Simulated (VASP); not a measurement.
## InAs (de600): single point with LDA

Crystal: InAs (de600).

```
CELL_PARAMETERS angstrom
0.00000 3.01320 3.01320
3.01320 0.00000 3.01320
3.01320 3.01320 0.00000
ATOMIC_POSITIONS crystal
In 0.25000 0.25000 0.25000
As 0.00000 0.00000 0.00000
```

```json
{
  "Program": "VASP 6.6.1",
  "Task": "single point",
  "Functional": "LDA",
  "Potentials or basis": "VASP PAW LDA potentials, release 64 (In_d, As)",
  "Cutoff": "520 eV",
  "k mesh": "12 × 12 × 12",
  "Occupations": "fermi-dirac, width 0.15 eV",
  "Spin": "no spin polarisation",
  "Dipole correction": "no",
  "Further INCAR settings": "ALGO = Normal; EDIFF = 1e-06; NBANDS = 16"
}
```

```json
{"Pressure": "0.1 GPa", "Band gap on the k mesh": "zero (filled and empty bands touch)"}
```

Levels at points of the mesh, in eV from the Fermi level:
```tsv
k point	band 7	band 8	band 9	band 10	band 11	band 12
(0.00, 0.00, 0.00)	-0.71	-0.37	-0.37	-0.37	3.46	3.46
(0.50, 0.00, 0.00)	-6.26	-1.38	-1.38	0.46	4.25	4.25
(0.50, 0.50, 0.00)	-6.33	-2.75	-2.75	1.04	1.59	8.70
```

Wall time 39 s on 1 thread of Intel Xeon 6975P-C (shared host), peak memory 0.2 GiB.

Caveat: spin-orbit coupling is left out, which moves the levels of the heavy elements.
